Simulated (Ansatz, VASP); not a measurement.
**Ir: VASP beside Ansatz**

```
Ir
1.0
     0.00000    2.76357    2.76357
     2.76357    0.00000    2.76357
     2.76357    2.76357    0.00000
Ir
2
Direct
  0.12500 0.12500 0.12500
  0.87500 0.87500 0.87500
```

Alike in both runs: functional r2SCAN; k mesh 10 × 10 × 10; occupations fermi-dirac, width 0.1 eV; no spin polarisation.

Ansatz relaxed the structure, and its values are those at the end. VASP's run is a single point on that final structure, the one shown.

|  | VASP | Ansatz |
| --- | --- | --- |
| version | VASP 6.6.1 | Ansatz 0.2.0 |
| potentials or method | VASP PAW PBE potentials, release 64 (Ir), cutoff 550 eV | plane waves (500 eV) with PAW, scalar-relativistic |
| valence electrons in the cell | 18 | 34 |

|  | VASP | Ansatz | Ansatz less VASP |
| --- | --- | --- | --- |
| pressure (GPa) | 0.5 | 0.0 | -0.44 |

VASP's potentials were made for PBE, not for r2SCAN. With one functional, cell and mesh, what is left measures potentials, basis and numerics. VASP's potentials hold 18 valence electrons a cell and Ansatz's 34, so a difference there can come from the potentials and not from the codes.

Neither program's run includes spin-orbit coupling.
